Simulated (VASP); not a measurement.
# Al2Si (P4/mmm) in VASP: further runs, part 2 of 2

VASP 6.6.1.

## Step 3: Relaxation of cell and atoms, PBE

This run uses another cell than the first one, of the same volume but with other edges.

INCAR reads:

```
SYSTEM = Al2Si
ALGO = Fast
EDIFF = 1E-6
EDIFFG = -0.01
ENCUT = 600
GGA = PE
IBRION = 2
ISIF = 3
ISMEAR = 0
LASPH = .TRUE.
LCHARG = .FALSE.
LREAL = .FALSE.
LWAVE = .FALSE.
NELM = 80
NSW = 100
PREC = Accurate
SIGMA = 0.1
```

KPOINTS reads:

```
k-points
0
G
  16 16 8
  0 0 0
```

POSCAR reads:

```
Al2Si
1.0
    2.8820611599      0.0000000000      0.0000000000
    0.0000000000      2.8820611599      0.0000000000
    0.0000000000      0.0000000000      6.2498375133
Al Si
2 1
Direct
    0.5000000000      0.5000000000      0.2901256439
    0.5000000000      0.5000000000      0.7098743561
    0.0000000000      0.0000000000      0.0000000000
```

Potentials or basis: VASP PAW PBE potentials, release 64 (Al, Si).

Command:

```
cat potpaw_PBE.64/Al/POTCAR potpaw_PBE.64/Si/POTCAR > POTCAR
mpirun -np 1 vasp_std > vasp.out
```

OUTCAR:

```text
SYSTEM = Al2Si
   EDIFF = 1E-6
   EDIFFG = -0.01
   ENCUT = 600
   GGA = PE
   IBRION = 2
   ISIF = 3
   ISMEAR = 0
   LASPH = .TRUE.
   LREAL = .FALSE.
   NELM = 80
   NSW = 100
   PREC = Accurate

 ion  position               nearest neighbor table
   1  0.500  0.500  0.290-   2 2.62   3 2.73   3 2.73   3 2.73   3 2.73
   2  0.500  0.500  0.710-   1 2.62   3 2.73   3 2.73   3 2.73   3 2.73
   3  0.000  0.000  0.000-   1 2.73   2 2.73   1 2.73   2 2.73   1 2.73   2 2.73   1 2.73   2 2.73

  LATTYP: Found a simple tetragonal cell.
 ALAT       =     2.8820611599
 C/A-ratio  =     2.1685304949

  Lattice vectors:

 A1 = (   2.8820611599,   0.0000000000,   0.0000000000)
 A2 = (   0.0000000000,   2.8820611599,   0.0000000000)
 A3 = (   0.0000000000,   0.0000000000,   6.2498375133)

Analysis of symmetry for initial positions (statically):
=====================================================================
 Subroutine PRICEL returns:
 Original cell was already a primitive cell.

 Routine SETGRP: Setting up the symmetry group for a
 simple tetragonal supercell.

 Subroutine GETGRP returns: Found 16 space group operations
 (whereof 16 operations were pure point group operations)
 out of a pool of 16 trial point group operations.

The static configuration has the point symmetry D_4h.

Analysis of symmetry for dynamics (positions and initial velocities):
=====================================================================
 Subroutine PRICEL returns:
 Original cell was already a primitive cell.

 Routine SETGRP: Setting up the symmetry group for a
 simple tetragonal supercell.

 Subroutine GETGRP returns: Found 16 space group operations
 (whereof 16 operations were pure point group operations)
 out of a pool of 16 trial point group operations.

The dynamic configuration has the point symmetry D_4h.

 Subroutine INISYM returns: Found 16 space group operations
 (whereof 16 operations are pure point group operations),
 and found     1 'primitive' translations

----------------------------------------------------------------------------------------

                                     Primitive cell

  volume of cell :      51.9129

  direct lattice vectors                    reciprocal lattice vectors
     2.882061160  0.000000000  0.000000000     0.346973900  0.000000000  0.000000000
     0.000000000  2.882061160  0.000000000     0.000000000  0.346973900  0.000000000
     0.000000000  0.000000000  6.249837513     0.000000000  0.000000000  0.160004160

  length of vectors
     2.882061160  2.882061160  6.249837513     0.346973900  0.346973900  0.160004160

  position of ions in fractional coordinates (direct lattice)
     0.500000000  0.500000000  0.290125644
     0.500000000  0.500000000  0.709874356
     0.000000000  0.000000000  0.000000000

  ion indices of the primitive-cell ions
   primitive index   ion index
                 1           1
                 2           2
                 3           3

----------------------------------------------------------------------------------------

 KPOINTS: k-points

Automatic generation of k-mesh.
 Grid dimensions read from file:
 generate k-points for:   16   16    8
[... 47 lines left out ...]
   number of dos      NEDOS =    301   number of ions     NIONS =      3
   total plane-waves  NPLWV =  28800
   dimension x,y,z NGX =    24 NGY =   24 NGZ =   50
   dimension x,y,z NGXF=    48 NGYF=   48 NGZF=  100
   ions per type =               2   1
   NGX,Y,Z   is equivalent  to a cutoff of  13.84, 13.84, 13.30 a.u.
   NGXF,Y,Z  is equivalent  to a cutoff of  27.69, 27.69, 26.60 a.u.
 SYSTEM =  Al2Si
   PREC   = accura    normal or accurate (medium, high low for compatibility)
   ISTART =      0    job   : 0-new  1-cont  2-samecut
   ICHARG =      2    charge: 1-file 2-atom 10-const
   ISPIN  =      1    spin polarized calculation?
   LNONCOLLINEAR =      F non collinear calculations
   LSORBIT =      F    spin-orbit coupling
   LASPH  =      T    aspherical Exc in radial PAW
   ENCUT  =  600.0 eV  44.10 Ry    6.64 a.u.   5.76  5.76 12.48*2*pi/ulx,y,z
   NELM   =     80;   NELMIN=  2; NELMDL= -5     # of ELM steps
   EDIFF  = 0.1E-05   stopping-criterion for ELM
   LREAL  =      F    real-space projection
   EDIFFG = -.1E-01   stopping-criterion for IOM
   NSW    =    100    number of steps for IOM
   IBRION =      2    ionic relax: 0-MD 1-quasi-New 2-CG
   NFREE  =      1    steps in history (QN), initial steepest desc. (CG)
   ISIF   =      3    stress and relaxation
   ISYM   =      2    0-nonsym 1-usesym 2-fastsym
   POTIM  = 0.5000    time-step for ionic-motion
   TEBEG  =    0.0;   TEEND  =   0.0 temperature during run
   PSTRESS=    0.0 pullay stress
   NELECT =      10.0000    total number of electrons
   NUPDOWN=      -1.0000    fix difference up-down
   EMIN   =  10.00;   EMAX   =-10.00  energy-range for DOS
   EFERMI =   0.00;   METHOD = LEGACY
   ISMEAR =     0;   SIGMA  =   0.10  broadening in eV -4-tet -1-fermi 0-gaus
   EFERMI_NEDOS =   21; number of points for ismear=-14 and -15
   IALGO  =     68    algorithm
   IMIX   =      4    mixing-type and parameters
     AMIX     =   0.40;   BMIX     =  1.00
     AMIX_MAG =   1.60;   BMIX_MAG =  1.00
  volume/ion in A,a.u.               =      17.30       116.78
  Fermi-wavevector in a.u.,A,eV,Ry     =   0.945474  1.786688 12.162546  0.893922
  Thomas-Fermi vector in A             =   2.073379
   LORBIT       =      0    0 simple, 1 ext, 2 COOP (PROOUT), +10 PAW based schemes
   GGA     = PE    functional components
   LHFCALC =     F    Hartree Fock is set to
   AEXX    =    0.0000 exact exchange contribution
   IVDW    =     0    specifies the selected vdW correction
   LEPSILON=     F    determine dielectric tensor
   LRPA    =     F    only Hartree local field effects (RPA)
 conjugate gradient relaxation of ions
 non-spin polarized calculation
 RMM-DIIS sequential band-by-band and
 Gauss-broadening in eV      SIGMA  =   0.10
  energy-cutoff  :      600.00
  volume of cell :       51.91
 maximum number of plane-waves:      1760
 NGX is ok and might be reduce to    24

--------------------------------------- Ionic step        1  -------------------------------------------

 number of electron      10.0000000 magnetization

 Free energy of the ion-electron system (eV)
  ---------------------------------------------------
  ext. energy  EPLUGINS =         0.00000000
  ---------------------------------------------------
  free energy    TOTEN  =       -12.07260846 eV

  energy without entropy =      -12.06450483  energy(sigma->0) =      -12.06855665

------------------------ aborting loop because EDIFF is reached ----------------------------------------

  FORCE on cell =-STRESS in cart. coord.  units (eV):
  Direction    XX          YY          ZZ          XY          YZ          ZX
  --------------------------------------------------------------------------------------
  -------------------------------------------------------------------------------------
  Total       -0.0609795     -0.0609795      0.3642178      0.0000000      0.0000000      0.0000000
  in kB       -1.8819993     -1.8819993     11.2407853      0.0000000      0.0000000      0.0000000
  external PRESSURE =       2.4922623 kB  Pullay stress =       0.0000000 kB
[... 283 lines left out ...]
--------------------------------------- Ionic step        9  -------------------------------------------

 number of electron      10.0000000 magnetization

 Free energy of the ion-electron system (eV)
  ---------------------------------------------------
  ext. energy  EPLUGINS =         0.00000000
  ---------------------------------------------------
  free energy    TOTEN  =       -12.07935453 eV

  energy without entropy =      -12.07251961  energy(sigma->0) =      -12.07593707

 E-fermi :   7.6073     XC(G=0): -10.0965

 val. band max:        7.6058054088   @ k =   0.3750   0.3125   0.1250
 cond. band min:       7.6119709895   @ k =   0.3750   0.2500   0.5000
 fundamental gap:      0.0061655807
 Fermi energy:         7.6073015015

 k-point     1 :       0.0000    0.0000    0.0000
  band No.  band energies     occupation
      1      -4.8279      2.00000
      2      -0.4926      2.00000
      3       0.5867      2.00000
      4       9.7646      0.00000
      5      10.4820      0.00000
      6      11.3123      0.00000
      7      11.3123      0.00000
      8      12.4600      0.00000
      9      15.1712      0.00000
[... 265 lines left out ...]
 k-point    24 :       0.5000    0.1250    0.0000
  band No.  band energies     occupation
      1      -0.6435      2.00000
      2       0.3762      2.00000
      3       3.6910      2.00000
      4       4.6118      2.00000
      5       4.6483      2.00000
      6       5.9334      2.00000
      7      11.8017      0.00000
      8      13.3617      0.00000
      9      13.5071      0.00000

 [... further k-points ...]
[... 5 lines left out ...]
  --------------------------------------------------------------------------------------
  -------------------------------------------------------------------------------------
  Total       -0.0072107     -0.0072107      0.0228064      0.0000000      0.0000000     -0.0000000
  in kB       -0.2228082     -0.2228082      0.7047082      0.0000000      0.0000000     -0.0000000
  external PRESSURE =       0.0863639 kB  Pullay stress =       0.0000000 kB
[... 18 lines left out ...]
  FREE ENERGIE OF THE ION-ELECTRON SYSTEM (eV)
  ---------------------------------------------------
  free  energy   TOTEN  =       -12.0793545334 eV

  energy  without entropy=      -12.0725196068  energy(sigma->0) =      -12.07593707

 reached required accuracy - stopping structural energy minimisation
```

OSZICAR:

```text
N       E                     dE             d eps       ncg     rms          rms(c)
DAV:   1     0.815127733161E+01    0.81513E+01   -0.41715E+03  4050   0.969E+02
DAV:   2    -0.115552214116E+02   -0.19706E+02   -0.19035E+02  5582   0.947E+01
DAV:   3    -0.121678927890E+02   -0.61267E+00   -0.57979E+00  5615   0.152E+01
[... 60 lines left out ...]
       N       E                     dE             d eps       ncg     rms          rms(c)
DAV:   1    -0.120793672730E+02   -0.92187E-04   -0.15427E-03  4417   0.255E-01    0.276E-02
RMM:   2    -0.120793593356E+02    0.79374E-05   -0.30184E-05  4050   0.441E-02    0.148E-02
RMM:   3    -0.120793551380E+02    0.41975E-05   -0.79421E-06  4059   0.220E-02    0.331E-03
RMM:   4    -0.120793545334E+02    0.60467E-06   -0.10913E-06  2457   0.102E-02
   9 F= -.12079355E+02 E0= -.12075937E+02  d E =-.791268E-04
```

CONTCAR:

```text
Al2Si
   1.00000000000000
     2.8530593185713489    0.0000000000000000   -0.0000000000000000
     0.0000000000000000    2.8530593185713489   -0.0000000000000000
     0.0000000000000001    0.0000000000000001    6.3699540414400850
  Al              Si
     2     1
Direct
     0.5000000000000000    0.5000000000000000    0.2907361785456972
     0.5000000000000000    0.5000000000000000    0.7092638214543028
     1.0000000000000000    1.0000000000000000    1.0000000000000000

  0.00000000E+00  0.00000000E+00  0.00000000E+00
  0.00000000E+00  0.00000000E+00  0.00000000E+00
  0.00000000E+00  0.00000000E+00  0.00000000E+00
```

It took 7.5 min on 1 thread of Intel Xeon 8259CL, shared host; peak memory 0.28 GiB.

What came out:

```yaml
Free_energy: -12.0794 eV
Relaxed_volume: 17.28 Å³/atom
Relaxed_cell: a = 2.853 Å, b = 2.853 Å, c = 6.370 Å, α = 90.00°, β = 90.00°, γ = 90.00°
Space_group_after_relaxing_to_0.05_Å: P4/mmm (No. 123)
Energy_gained_by_relaxing: 2.2 meV/atom
Ionic_steps: 9
Pressure_after_relaxing: 0.0 GPa
Band_gap_on_the_k_mesh: zero (band 5 reaches 11.38 eV, above the bottom of band 6 at 5.68 eV)
```

Step by step:
```tsv
step	energy change (eV)	largest force (eV/Å)	pressure (GPa)	volume (Å³)
1	0.0000	0.0643	0.25	51.91
2	-0.0022	0.0011	-0.07	52.11
3	-0.0034	0.1009	-0.69	52.54
4	-0.0037	0.0726	-0.50	52.40
5	-0.0051	0.0905	-0.36	52.24
6	-0.0056	0.0943	-0.21	52.11
7	-0.0063	0.0626	-0.06	51.96
8	-0.0067	0.0167	0.15	51.75
9	-0.0067	0.0006	0.01	51.85
```

Final structure:
```
Al Si
1.0
     2.85306    0.00000    0.00000
     0.00000    2.85306    0.00000
     0.00000    0.00000    6.36995
Al Si
2 1
Direct
  0.50000 0.50000 0.29074
  0.50000 0.50000 0.70926
  0.00000 0.00000 0.00000
```

Levels at points of the mesh, in eV from the Fermi level:
```
           k point  band 3  band 4  band 5  band 6  band 7  band 8
(0.00, 0.00, 0.00)   -7.02    2.16    2.87    3.70    3.70    4.85
(0.50, 0.00, 0.00)   -4.18   -3.26   -3.23   -1.93    5.85    6.52
(0.50, 0.50, 0.00)   -4.09   -2.06   -0.07    0.06    0.06    0.77
(0.00, 0.00, 0.50)   -3.65   -2.97    3.77    3.77    5.07    7.25
(0.50, 0.00, 0.50)   -5.16   -4.96    0.43    1.14    1.19    1.50
(0.50, 0.50, 0.50)   -3.96   -1.58   -1.10   -1.10   -0.64   -0.47
```
